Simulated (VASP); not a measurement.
A run of VASP 6.6.1 is set up as follows.

Contents of POSCAR:

```
WS2
1.0
    3.1697138084      0.0000000000      0.0000000000
   -1.5848569042      2.7450526808      0.0000000000
    0.0000000000      0.0000000000     16.9263323846
W S
1 2
Direct
    0.3333333333      0.6666666667      0.0000000000
    0.6666666667      0.3333333333      0.9076849995
    0.6666666667      0.3333333333      0.0923150005
```

Contents of INCAR.step1:

```
SYSTEM = WS2
  PREC = Accurate
  ENCUT = 520
  EDIFF = 1E-5
  ISMEAR = 0
  SIGMA = 0.01
  LREAL = .FALSE.
  LASPH = .TRUE.
  NELM = 80
  ALGO = Normal
  ISIF = 2
  LWAVE = .TRUE.
  LCHARG = .FALSE.
  NBANDS = 20
  GGA = PE
```

INCAR.step2

```
SYSTEM = WS2
  PREC = Accurate
  ENCUT = 520
  EDIFF = 1E-6
  ISMEAR = 0
  SIGMA = 0.01
  LREAL = .FALSE.
  LASPH = .TRUE.
  NELM = 80
  ALGO = Normal
  ISIF = 2
  LWAVE = .FALSE.
  LCHARG = .FALSE.
  GGA = PE
  LHFCALC = .TRUE.
  AEXX = 0.1
  HFSCREEN = 0.5
  PRECFOCK = Normal
  NBANDS = 20
  ISTART = 1
```

File KPOINTS:

```
Automatic mesh
0
G
  6 6 1
  0 0 0
```

Potentials or basis: VASP PAW PBE potentials, release 64 (W_sv, S).

Command:

```console
$ cat potpaw_PBE.64/W_sv/POTCAR potpaw_PBE.64/S/POTCAR > POTCAR
$ cp INCAR.step1 INCAR
$ mpirun -np 1 vasp_std > vasp.out
$ cp INCAR.step2 INCAR
$ mpirun -np 1 vasp_std > vasp.out
```

Task: Estimate the band gap on the k mesh.

Result: 1.92 eV.

Task: Estimate the largest force.

Result: 0.135 eV/Å.

Forces on the atoms (eV/Å):
```
W    0.000  0.000  0.000
S    0.000  0.000 -0.135
S    0.000  0.000  0.135
```

Caveat: there is no dipole correction, which matters where the two faces differ; the PAW data sets were made with another functional, which shifts forces and pressure a little; spin-orbit coupling is left out, which moves the levels of the heavy elements.
